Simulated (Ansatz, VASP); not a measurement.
MgZn4O in VASP and in Ansatz

```
Mg Zn O
1.0
     3.40367   -3.53997    0.00000
     3.40367    3.53997    0.00000
     0.00000    0.00000    3.25203
Mg Zn O
1 4 1
Direct
  0.50000 0.50000 0.00000
  0.79550 0.79550 0.00000
  0.69484 0.30516 0.50000
  0.20450 0.20450 0.00000
  0.30516 0.69484 0.50000
  0.00000 0.00000 0.50000
```

Change from the starting cell: species swapped into the LiFeF4 type (Cmmm, No. 65).

Alike in both runs: task relaxation of cell and atoms; functional PBE; k mesh 3 × 3 × 5; occupations gaussian, width 0.2 eV; no spin polarisation.

```csv
,VASP,Ansatz
version,VASP 6.6.1,Ansatz 0.2.0
potentials or method,"VASP PAW PBE potentials, release 64 (Mg, Zn, O), cutoff 600 eV","scalar-relativistic, plane waves, PAW"
valence electrons in the cell,56,64
```

|  | VASP | Ansatz | Ansatz less VASP |
| --- | --- | --- | --- |
| gap on the k mesh at the Fermi level, each at its own relaxed structure (eV) | none | none | - |
| relaxed volume (Å³/atom) | 19.07 | 19.20 | +0.131 |
| relaxed cell length with the largest relative difference (Å) | 3.207 | 3.224 | +0.0173 |

A gap of «none» marks a metal or a gap that the smearing closes. VASP's potentials hold 56 valence electrons a cell and Ansatz's 64, so a difference there can come from the potentials and not from the codes.

The k mesh is coarse, so the values compare programs but aren't converged. Noted on VASP's run: the volume moved by over 15 % at a fixed basis, so the end points are rough.
